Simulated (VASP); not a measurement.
Here is a VASP 6.6.1 calculation.

The input INCAR:

```
  PREC = Accurate
  ENCUT = 520
  EDIFF = 1E-6
  ISMEAR = -1
  SIGMA = 0.1
  LREAL = F
  LASPH = T
  NELM = 80
  ALGO = Normal
  ISIF = 2
  LWAVE = F
  LCHARG = T
  GGA = PS
  LELF = T
  LVHAR = T
  NBANDS = 22
```

KPOINTS

```
Automatic mesh
0
Gamma
  12 12 7
```

POSCAR

```
Bi
1.0
    2.6613062689      0.0000000000      0.0000000000
   -1.3306531344      2.3047588361      0.0000000000
    0.0000000000      0.0000000000      4.2276548307
Bi
2
Direct
    0.3333333333      0.6666666667      0.2500000000
    0.6666666667      0.3333333333      0.7500000000
```

Potentials or basis: VASP PAW PBE potentials, release 64 (Bi_d).

The run is started by

```sh
$ cat potpaw_PBE.64/Bi_d/POTCAR > POTCAR
$ mpirun -np 1 vasp_std > vasp.out
```

Task: What does it give for the band gap on the k mesh?

Result: Zero (band 15 reaches 32.25 eV, above the bottom of band 16 at 18.83 eV).

Task: What does it give for the pressure?

Result: 364.9 GPa.

Stress tensor (GPa, compression positive):
```
365.13   0.00   0.00
  0.00 365.13   0.00
  0.00   0.00 364.48
```

Caveat: the PAW data sets were made with another functional, which shifts forces and pressure a little; spin-orbit coupling is left out, which moves the levels of the heavy elements.
